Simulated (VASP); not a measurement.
# HfN (Fm-3m) in VASP: notebook, part 2 of 3

VASP 6.6.1. Earlier steps stand in the parts before.

### Step 3. Single point, PBE (volume scaled by 0.88)

The input, INCAR:

```
ALGO = Normal
EDIFF = 1E-6
ENCUT = 520
GGA = PE
ISIF = 2
ISMEAR = 0
LASPH = True
LCHARG = False
LREAL = False
LWAVE = False
NBANDS = 14
NELM = 60
PREC = Accurate
SIGMA = 0.1
```

The input, KPOINTS:

```
k-points
0
Gamma
  16 16 16
```

The input, POSCAR:

```
HfN
1.0
    0.0000000000      2.1790375951      2.1790375951
    2.1790375951      0.0000000000      2.1790375951
    2.1790375951      2.1790375951      0.0000000000
Hf N
1 1
Direct
    0.0000000000      0.0000000000      0.0000000000
    0.5000000000      0.5000000000      0.5000000000
```

Potentials or basis: VASP PAW PBE potentials, release 64 (Hf_pv, N).

Run with:

```console
cat potpaw_PBE.64/Hf_pv/POTCAR potpaw_PBE.64/N/POTCAR > POTCAR
mpirun -np 1 vasp_std > vasp.out
```

OUTCAR:

```text
EDIFF = 1E-6
   ENCUT = 520
   GGA = PE
   ISIF = 2
   ISMEAR = 0
   LASPH = True
   LREAL = False
   NELM = 60
   PREC = Accurate

 ion  position               nearest neighbor table
   1  0.000  0.000  0.000-   2 2.18   2 2.18   2 2.18   2 2.18   2 2.18   2 2.18
   2  0.500  0.500  0.500-   1 2.18   1 2.18   1 2.18   1 2.18   1 2.18   1 2.18

  LATTYP: Found a face centered cubic cell.
 ALAT       =     4.3580751902

  Lattice vectors:

 A1 = (   0.0000000000,   2.1790375951,   2.1790375951)
 A2 = (   2.1790375951,   0.0000000000,   2.1790375951)
 A3 = (   2.1790375951,   2.1790375951,   0.0000000000)

Analysis of symmetry for initial positions (statically):
=====================================================================
 Subroutine PRICEL returns:
 Original cell was already a primitive cell.

 Routine SETGRP: Setting up the symmetry group for a
 face centered cubic supercell.

 Subroutine GETGRP returns: Found 48 space group operations
 (whereof 48 operations were pure point group operations)
 out of a pool of 48 trial point group operations.

The static configuration has the point symmetry O_h .

Analysis of symmetry for dynamics (positions and initial velocities):
=====================================================================
 Subroutine PRICEL returns:
 Original cell was already a primitive cell.

 Routine SETGRP: Setting up the symmetry group for a
 face centered cubic supercell.

 Subroutine GETGRP returns: Found 48 space group operations
 (whereof 48 operations were pure point group operations)
 out of a pool of 48 trial point group operations.

The dynamic configuration has the point symmetry O_h .

 Subroutine INISYM returns: Found 48 space group operations
 (whereof 48 operations are pure point group operations),
 and found     1 'primitive' translations

----------------------------------------------------------------------------------------

                                     Primitive cell

  volume of cell :      20.6930

  direct lattice vectors                    reciprocal lattice vectors
     0.000000000  2.179037595  2.179037595    -0.229459098  0.229459098  0.229459098
     2.179037595  0.000000000  2.179037595     0.229459098 -0.229459098  0.229459098
     2.179037595  2.179037595  0.000000000     0.229459098  0.229459098 -0.229459098

  length of vectors
     3.081624520  3.081624520  3.081624520     0.397434815  0.397434815  0.397434815

  position of ions in fractional coordinates (direct lattice)
     0.000000000  0.000000000  0.000000000
     0.500000000  0.500000000  0.500000000

  ion indices of the primitive-cell ions
   primitive index   ion index
                 1           1
                 2           2

----------------------------------------------------------------------------------------

 KPOINTS: k-points

Automatic generation of k-mesh.
 Grid dimensions read from file:
 generate k-points for:   16   16   16

 Generating k-lattice:

  Cartesian coordinates                     Fractional coordinates (reciprocal lattice)
    -0.014341194  0.014341194  0.014341194     0.062500000  0.000000000  0.000000000
     0.014341194 -0.014341194  0.014341194     0.000000000  0.062500000  0.000000000
     0.014341194  0.014341194 -0.014341194     0.000000000  0.000000000  0.062500000

  Length of vectors
     0.024839676  0.024839676  0.024839676

  Shift w.r.t. Gamma in fractional coordinates (k-lattice)
     0.000000000  0.000000000  0.000000000

 Subroutine IBZKPT returns following result:
 ===========================================

 Found    145 irreducible k-points:

 Following reciprocal coordinates:
            Coordinates               Weight
  0.000000  0.000000  0.000000      1.000000
  0.062500  0.000000  0.000000      8.000000
  0.125000  0.000000  0.000000      8.000000
  0.187500  0.000000  0.000000      8.000000
  0.250000  0.000000  0.000000      8.000000
  0.312500  0.000000  0.000000      8.000000
[... 16 lines left out ...]
 -0.125000  0.062500  0.000000     24.000000
 -0.062500  0.062500  0.000000     12.000000
 [... further k-points ...]
   k-points           NKPTS =    145   k-points in BZ     NKDIM =    145   number of bands    NBANDS=     14
   number of dos      NEDOS =    301   number of ions     NIONS =      2
   total plane-waves  NPLWV =  13824
   dimension x,y,z NGX =    24 NGY =   24 NGZ =   24
   dimension x,y,z NGXF=    48 NGYF=   48 NGZF=   48
   ions per type =               1   1
   NGX,Y,Z   is equivalent  to a cutoff of  12.95, 12.95, 12.95 a.u.
   NGXF,Y,Z  is equivalent  to a cutoff of  25.89, 25.89, 25.89 a.u.
 SYSTEM =  unknown system
   PREC   = accura    normal or accurate (medium, high low for compatibility)
   ISTART =      0    job   : 0-new  1-cont  2-samecut
   ICHARG =      2    charge: 1-file 2-atom 10-const
   ISPIN  =      1    spin polarized calculation?
   LNONCOLLINEAR =      F non collinear calculations
   LSORBIT =      F    spin-orbit coupling
   LASPH  =      T    aspherical Exc in radial PAW
   ENCUT  =  520.0 eV  38.22 Ry    6.18 a.u.   5.73  5.73  5.73*2*pi/ulx,y,z
   NELM   =     60;   NELMIN=  2; NELMDL= -5     # of ELM steps
   EDIFF  = 0.1E-05   stopping-criterion for ELM
   LREAL  =      F    real-space projection
   EDIFFG = 0.1E-04   stopping-criterion for IOM
   NSW    =      0    number of steps for IOM
   IBRION =     -1    ionic relax: 0-MD 1-quasi-New 2-CG
   NFREE  =      0    steps in history (QN), initial steepest desc. (CG)
   ISIF   =      2    stress and relaxation
   ISYM   =      2    0-nonsym 1-usesym 2-fastsym
   POTIM  = 0.5000    time-step for ionic-motion
   TEBEG  =    0.0;   TEEND  =   0.0 temperature during run
   PSTRESS=    0.0 pullay stress
   NELECT =      15.0000    total number of electrons
   NUPDOWN=      -1.0000    fix difference up-down
   EMIN   =  10.00;   EMAX   =-10.00  energy-range for DOS
   EFERMI =   0.00;   METHOD = LEGACY
   ISMEAR =     0;   SIGMA  =   0.10  broadening in eV -4-tet -1-fermi 0-gaus
   EFERMI_NEDOS =   21; number of points for ismear=-14 and -15
   IALGO  =     38    algorithm
   IMIX   =      4    mixing-type and parameters
     AMIX     =   0.40;   BMIX     =  1.00
     AMIX_MAG =   1.60;   BMIX_MAG =  1.00
  volume/ion in A,a.u.               =      10.35        69.82
  Fermi-wavevector in a.u.,A,eV,Ry     =   1.470609  2.779048 29.425192  2.162691
  Thomas-Fermi vector in A             =   2.585845
   LORBIT       =      0    0 simple, 1 ext, 2 COOP (PROOUT), +10 PAW based schemes
   GGA     = PE    functional components
   LHFCALC =     F    Hartree Fock is set to
   AEXX    =    0.0000 exact exchange contribution
   IVDW    =     0    specifies the selected vdW correction
   LEPSILON=     F    determine dielectric tensor
   LRPA    =     F    only Hartree local field effects (RPA)
 non-spin polarized calculation
 Gauss-broadening in eV      SIGMA  =   0.10
  energy-cutoff  :      520.00
  volume of cell :       20.69
 maximum number of plane-waves:       568
   NGX = 11   NGY = 11   NGZ = 11

 number of electron      15.0000000 magnetization

 Free energy of the ion-electron system (eV)
  ---------------------------------------------------
  ext. energy  EPLUGINS =         0.00000000
  ---------------------------------------------------
  free energy    TOTEN  =       -21.45258908 eV

  energy without entropy =      -21.44976172  energy(sigma->0) =      -21.45117540

 E-fermi :   9.3781     XC(G=0): -13.3108

 val. band max:        9.3644620950   @ k =  -0.4375   0.3125   0.1250
 cond. band min:       9.3784744155   @ k =  -0.1250   0.0625   0.0000
 fundamental gap:      0.0140123205
 Fermi energy:         9.3780898928

 k-point     1 :       0.0000    0.0000    0.0000
  band No.  band energies     occupation
      1     -21.3394      2.00000
      2     -21.3394      2.00000
      3     -21.3394      2.00000
      4      -8.7700      2.00000
      5       6.2319      2.00000
      6       6.2319      2.00000
      7       6.2319      2.00000
      8       8.9597      2.00000
      9       8.9597      2.00000
     10       8.9597      2.00000
     11      11.6169      0.00000
     12      11.6169      0.00000
     13      12.2806      0.00000
     14      19.2094      0.00000
[... 375 lines left out ...]
 k-point    24 :      -0.0625    0.0625    0.0000
  band No.  band energies     occupation
      1     -21.4880      2.00000
      2     -21.3748      2.00000
      3     -21.3410      2.00000
      4      -8.4693      2.00000
      5       5.1449      2.00000
      6       5.4543      2.00000
      7       5.8323      2.00000
      8       9.1531      1.99854
      9       9.1557      1.99834
     10       9.6771      0.00002
     11      11.9558      0.00000
     12      12.8222      0.00000
     13      13.1317      0.00000
     14      20.1195      0.00000

 [... further k-points ...]
[... 5 lines left out ...]
  --------------------------------------------------------------------------------------
  -------------------------------------------------------------------------------------
  Total        5.3759410      5.3759410      5.3759410      0.0000000      0.0000000      0.0000000
  in kB      416.2372155    416.2372155    416.2372155      0.0000000      0.0000000      0.0000000
  external PRESSURE =     416.2372155 kB  Pullay stress =       0.0000000 kB

 VOLUME and BASIS-vectors are now :
 -----------------------------------------------------------------------------
  energy-cutoff  :      520.00
  volume of cell :       20.69
      direct lattice vectors                 reciprocal lattice vectors
     0.000000000  2.179037595  2.179037595    -0.229459098  0.229459098  0.229459098
     2.179037595  0.000000000  2.179037595     0.229459098 -0.229459098  0.229459098
     2.179037595  2.179037595  0.000000000     0.229459098  0.229459098 -0.229459098

 POSITION                                       TOTAL-FORCE (eV/Angst)
 -----------------------------------------------------------------------------------
      0.00000      0.00000      0.00000        -0.000000      0.000000      0.000000
      2.17904      2.17904      2.17904         0.000000     -0.000000     -0.000000
 -----------------------------------------------------------------------------------
    total drift:                                0.000000     -0.000000     -0.000000

  FREE ENERGIE OF THE ION-ELECTRON SYSTEM (eV)
  ---------------------------------------------------
  free  energy   TOTEN  =       -21.4525890838 eV

  energy  without entropy=      -21.4497617152  energy(sigma->0) =      -21.45117540
```

It took 27 s on 1 thread of AMD EPYC 9R45 (Zen 5), shared host; peak memory 0.14 GiB.

What came out:

```
Free energy : -21.4526 eV
Pressure    : 41.6 GPa
```

Caveat: spin-orbit coupling is left out, which moves the levels of the heavy elements.

[end of part 2 of 3]
